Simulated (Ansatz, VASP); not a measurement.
# Two plane-wave programs on Pd

Contents of INCAR:

```
SYSTEM = Pd
PREC = Accurate ; ENCUT = 520
EDIFF = 1E-6 ; ISMEAR = 0
SIGMA = 0.15 ; LREAL = .FALSE.
LASPH = .TRUE. ; NELM = 60
ALGO = Fast ; ISIF = 2
LWAVE = .FALSE. ; LCHARG = .TRUE.
GGA = PE ; LELF = .TRUE.
LVHAR = .TRUE. ; NBANDS = 28
```

File KPOINTS:

```
Automatic mesh
0
G
  24 24 6
  0 0 0
```

POSCAR

```
Pd
1.0
    2.6158088170      0.0000000000      0.0000000000
   -1.3079044085      2.2653568869      0.0000000000
    0.0000000000      0.0000000000     10.3649789709
Pd
4
Direct
    0.0000000000      0.0000000000      0.0000000000
    0.3333333333      0.6666666667      0.2500000000
    0.0000000000      0.0000000000      0.5000000000
    0.6666666667      0.3333333333      0.7500000000
```

Input for Ansatz:

```yaml
crystal:
  lattice:
    - [2.615808817, 0.0, 0.0]
    - [-1.3079044085, 2.2653568869, 0.0]
    - [0.0, 0.0, 10.3649789709]
  atoms:
    - { symbol: Pd, position: [0.0, 0.0, 0.0] }
    - { symbol: Pd, position: [0.3333333333, 0.6666666667, 0.25] }
    - { symbol: Pd, position: [0.0, 0.0, 0.5] }
    - { symbol: Pd, position: [0.6666666667, 0.3333333333, 0.75] }
basis:
  ecutwfc: 420
kpoints:
  mp_grid: { grid: [24, 24, 6] }
hamiltonian:
  xc: pbe
scf:
  occupations: { method: gaussian, width: 0.15 }
output:
  forces: true
  stress: true
  eigenvalues: true
```

Alike in both runs: task single point; functional PBE; k mesh 24 × 24 × 6; occupations gaussian, width 0.15 eV; no spin polarisation.

```csv
,VASP,Ansatz
version,VASP 6.6.1,Ansatz 0.2.0
potentials or method,"VASP PAW PBE potentials, release 64 (Pd), cutoff 520 eV","scalar-relativistic, plane waves, PAW"
valence electrons in the cell,40,72
```

|  | VASP | Ansatz | Ansatz less VASP |
| --- | --- | --- | --- |
| gap on the k mesh at the Fermi level (eV) | none | none | - |
| pressure (GPa) | 7.3 | 7.7 | +0.39 |
| traceless stress, the component that is largest in VASP (GPa) | -21.26 | -21.43 | -0.173 |

A gap of «none» marks a metal or a gap that the smearing closes. VASP's potentials hold 40 valence electrons a cell and Ansatz's 72, so a difference there can come from the potentials and not from the codes.
